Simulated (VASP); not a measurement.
Here is a VASP 6.6.1 calculation.

INCAR

```
ALGO = Normal ; EDIFF = 1E-7
ENCUT = 520 ; GGA = PE
ISIF = 2 ; ISMEAR = -1
ISPIN = 2 ; LASPH = True
LCHARG = False ; LMAXMIX = 4
LORBIT = 11 ; LREAL = False
LWAVE = False ; MAGMOM = 2.5 2.5
NBANDS = 19 ; NELM = 150
PREC = Accurate ; SIGMA = 0.05
```

The input KPOINTS:

```
k-points
0
Gamma
  18 18 18
```

POSCAR

```
Fe
1.0
   -2.1839311034      2.1839311034      1.1764648111
    2.1839311034     -2.1839311034      1.1764648111
    2.1839311034      2.1839311034     -1.1764648111
Fe
2
Direct
   -0.3750000000     -0.1250000000     -0.2500000000
    0.3750000000      0.1250000000      0.2500000000
```

Potentials or basis: VASP PAW PBE potentials, release 64 (Fe).

Command:

```sh
$ cat potpaw_PBE.64/Fe/POTCAR > POTCAR
$ mpirun -np 1 vasp_std > vasp.out
```

Question: Estimate the site moments.

Answer: Fe +2.00 μB.

Question: Estimate the band gap on the k mesh.

Answer: Zero (filled and empty bands overlap).

Stress tensor (GPa, compression positive):
```
18.34  0.00  0.00
 0.00 18.34  0.00
 0.00  0.00 18.64
```

Caveat: the cell stands under pressure.
